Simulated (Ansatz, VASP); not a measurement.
**One calculation of TePb, two programs**

```
CELL_PARAMETERS angstrom
0.07016 3.21757 3.44961
3.38863 0.04255 3.47722
3.59683 3.45338 -0.16565
ATOMIC_POSITIONS crystal
Te 0.00000 0.00000 0.00000
Pb 0.50000 0.50000 0.50000
```

Alike in both runs: task single point; functional PBE; k mesh 4 × 4 × 4; occupations gaussian, width 0.1 eV; no spin polarisation.

|  | VASP | Ansatz |
| --- | --- | --- |
| version | VASP 6.6.1 | Ansatz 0.2.0 |
| potentials or method | VASP PAW PBE potentials, release 64 (Te, Pb_d), cutoff 500 eV | scalar-relativistic, plane waves, PAW |
| valence electrons in the cell | 20 | 30 |

Ansatz gave:

```
gap on the k mesh at the Fermi level (eV)                     : 0.38
least direct gap on the mesh (eV)                             : 0.60
pressure (GPa)                                                : -3.5
traceless stress, the component that is largest in VASP (GPa) : 2.27
```

Q: Estimate VASP's values.

A: gap on the k mesh at the Fermi level (eV): 0.38; least direct gap on the mesh (eV): 0.60; pressure (GPa): -3.6; traceless stress, the component that is largest in VASP (GPa): 2.27.

With one functional, cell and mesh, what is left measures potentials, basis and numerics. VASP's potentials hold 20 valence electrons a cell and Ansatz's 30, so a difference there can come from the potentials and not from the codes.

Neither program's run includes spin-orbit coupling.
